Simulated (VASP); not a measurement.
Write the native input for VASP 6.6.1 that does the following.

| Item | Value |
| --- | --- |
| Task | single point |
| Functional | PBE |
| Potentials or basis | VASP PAW PBE potentials, release 64 (Ta_sv_GW, N) |
| Cutoff | 700 eV |
| k mesh | 14 × 14 × 10 |
| Occupations | gaussian, width 0.15 eV |
| Spin | no spin polarisation |
| Dipole correction | no |
| Further INCAR settings | ALGO = Normal; EDIFF = 1e-06; NBANDS = 26 |

The structure of TaN lies in POSCAR:

```
TaN
1.0
    0.0000000000     -2.2081122572     -2.2081122572
    0.0000000000      2.2081122572     -2.2081122572
    4.4162245144      0.0000000000      0.0000000000
Ta N
2 2
Direct
    0.5000000000      0.5000000000     -0.0205209401
    0.0000000000      0.0000000000      0.5205209401
    0.5000000000      0.5000000000      0.4536255461
    0.0000000000      0.0000000000      0.0463744539
```

This cell differs from its parent crystal: atoms displaced along a vibrational mode.

The input as run:

INCAR

```
PREC     = Accurate       # precision mode
ENCUT    = 700            # plane-wave cutoff, eV
EDIFF    = 1E-6           # SCF threshold, eV
ISMEAR   = 0              # smearing method
SIGMA    = 0.15           # smearing width, eV
LREAL    = False          # projectors in reciprocal space
LASPH    = True           # aspherical terms in the spheres
NELM     = 120            # most SCF steps
ALGO     = Normal         # electronic algorithm
ISIF     = 2              # what is computed and relaxed
LWAVE    = False          # write WAVECAR
LCHARG   = False          # write CHGCAR
GGA      = PE             # functional
NBANDS   = 26             # bands
GGA_COMPAT= False
```

KPOINTS

```
Automatic mesh
0
Gamma
  14 14 10
```

Potentials or basis: VASP PAW PBE potentials, release 64 (Ta_sv_GW, N).

Command:

```sh
$ cat potpaw_PBE.64/Ta_sv_GW/POTCAR potpaw_PBE.64/N/POTCAR > POTCAR
$ mpirun -np 1 vasp_std > vasp.out
```

It gave:

```
Pressure               : 1.4 GPa
Largest force          : 1.186 eV/Å
Band gap on the k mesh : zero (bands 18 and 19 overlap by 2.90 eV)
```

Caveat: the cell differs from its parent crystal (atoms displaced along a vibrational mode); the stress differs along the axes, from -7 to 18 GPa; spin-orbit coupling is left out, which moves the levels of the heavy elements; forces of over 1 eV/Å act on the atoms, so gaps and moduli don't describe the material at rest.

Wall time 2.6 min on 1 thread of Intel(R) Xeon(R) 6975P-C (Granite Rapids), with other jobs on the host, peak memory 0.44 GiB.
